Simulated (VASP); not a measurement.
Set up this calculation in VASP 6.6.1, as the native input.

| Quantity | Value |
| --- | --- |
| Task | single point |
| Functional | PBE |
| Potentials or basis | VASP PAW PBE potentials, release 64 (B, N) |
| Cutoff | 520 eV |
| k mesh | 14 × 14 × 14 |
| Occupations | fermi-dirac, width 0.05 eV |
| Spin | no spin polarisation |
| Dipole correction | no |
| Further INCAR settings | ALGO = Normal; EDIFF = 1e-07; NBANDS = 11 |

The structure of BN (CsCl type) lies in POSCAR:

```
BN
1.0
    2.3202336177      0.0000000000      0.0000000000
    0.0000000000      2.3202336177      0.0000000000
    0.0000000000      0.0000000000      2.3202336177
B N
1 1
Direct
    0.0000000000      0.0000000000      0.0000000000
    0.5000000000      0.5000000000      0.5000000000
```

The input as run:

INCAR

```
ALGO     = Normal         # electronic algorithm
EDIFF    = 1E-7           # SCF threshold, eV
ENCUT    = 520            # plane-wave cutoff, eV
GGA      = PE             # functional
ISIF     = 2              # what is computed and relaxed
ISMEAR   = -1             # smearing method
LASPH    = T              # aspherical terms in the spheres
LCHARG   = T              # write CHGCAR
LELF     = T              # ELF
LREAL    = F              # projectors in reciprocal space
LVHAR    = T            
LWAVE    = F              # write WAVECAR
NBANDS   = 11             # bands
NELM     = 80             # most SCF steps
PREC     = Accurate       # precision mode
SIGMA    = 0.05           # smearing width, eV
```

KPOINTS

```
k-points
0
Gamma
  14 14 14
```

Potentials or basis: VASP PAW PBE potentials, release 64 (B, N).

The run is started by

```sh
$ cat potpaw_PBE.64/B/POTCAR potpaw_PBE.64/N/POTCAR > POTCAR
$ mpirun -np 1 vasp_std > vasp.out
```

Results of the run:

The pressure is -0.1 GPa and the band gap on the k mesh is zero (band 4 reaches 9.92 eV, above the bottom of band 5 at 6.69 eV).

Run time: 20 s on 1 thread of Intel Xeon 8259CL, on a shared host, peak memory 0.12 GiB.
